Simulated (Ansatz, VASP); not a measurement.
One calculation of BN, two programs

File INCAR:

```
SYSTEM = BN
  ALGO = Normal
  EDIFF = 1E-8
  ENCUT = 520
  GGA = PE
  GGA_COMPAT = .False.
  ISIF = 2
  ISMEAR = -1
  LASPH = .True.
  LCHARG = .False.
  LEFG = .True.
  LREAL = .False.
  LWAVE = .False.
  NBANDS = 11
  NELM = 120
  PREC = Accurate
  SIGMA = 0.03
```

The input KPOINTS:

```
k-points
0
Gamma
  13 13 13
  0 0 0
```

Contents of POSCAR:

```
BN
1.0
    0.0000000000      1.8255750000      1.8075000000
    1.8255750000      0.0000000000      1.8075000000
    1.8255750000      1.8255750000      0.0000000000
B N
1 1
Direct
    0.0000000000      0.0000000000      0.0000000000
    0.7500000000      0.7500000000      0.7500000000
```

Input for Ansatz:

```yaml
crystal:
  lattice:
    - [0.0, 1.825575, 1.8075]
    - [1.825575, 0.0, 1.8075]
    - [1.825575, 1.825575, 0.0]
  atoms:
    - { symbol: B, position: [0.0, 0.0, 0.0] }
    - { symbol: "N", position: [0.75, 0.75, 0.75] }
kpoints:
  mp_grid: { grid: [13, 13, 13] }
scf:
  occupations: { method: fermi_dirac, width: 0.03 }
hamiltonian:
  xc: pbe
  pseudopotentials: { kind: all_electron, datasets: crystal }
output:
  forces: true
  stress: true
  eigenvalues: true
  efg: { contact_densities: true }
```

Change from the starting cell: equal xx and yy strain of +1 %, crystal datasets.

Alike in both runs: task electric field gradients; functional PBE; k mesh 13 × 13 × 13; occupations fermi-dirac, width 0.03 eV; no spin polarisation.

```csv
,VASP,Ansatz
version,VASP 6.6.1,Ansatz 0.2.0
potentials or method,"VASP PAW PBE potentials, release 64 (B, N), cutoff 520 eV","all-electron PAW with datasets made for the crystal, scalar-relativistic"
```

```csv
,VASP,Ansatz,Ansatz less VASP
gap on the k mesh at the Fermi level (eV),4.34,4.35,+0.008
pressure (GPa),-4.1,-4.3,-0.21
"traceless stress, the component that is largest in VASP (GPa)",3.95,3.95,+0.003
size of Vzz on the site where it differs most (V/Å²),0.4,0.3,-0.08
```

Ansatz ran all-electron here, and VASP with PAW potentials.
